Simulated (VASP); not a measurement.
Zr12HF, 14 atoms in the cell. The cell holds a slab with vacuum, 14 atoms: a = 6.460 Å, b = 6.460 Å, c = 18.145 Å, α = 90.00°, β = 90.00°, γ = 60.00°. 

* Program: VASP 6.6.1
* Task: single point
* Functional: PBE
* Potentials or basis: VASP PAW PBE potentials, release 64 (Zr_sv, F, H)
* Cutoff: 520 eV
* k mesh: 3 × 3 × 1
* Occupations: fermi-dirac, width 0.05 eV
* Spin: no spin polarisation
* Dipole correction: no
* Further INCAR settings: ALGO = Normal; EDIFF = 1e-06; NBANDS = 89

Potentials or basis: VASP PAW PBE potentials, release 64 (Zr_sv, F, H).

Launch:

```console
$ cat potpaw_PBE.64/Zr_sv/POTCAR potpaw_PBE.64/F/POTCAR potpaw_PBE.64/H/POTCAR > POTCAR
$ mpirun -np 1 vasp_std > vasp.out
```

Hardware: 1 thread of Intel(R) Xeon(R) Platinum 8488C (Sapphire Rapids), with other jobs on the host.

Question: How long does it take, and how much memory?

Answer: Run time: 19 min on 1 thread of Intel(R) Xeon(R) Platinum 8488C (Sapphire Rapids), with other jobs on the host, peak memory 0.74 GiB. Counts: scf iterations 28, k points 5.
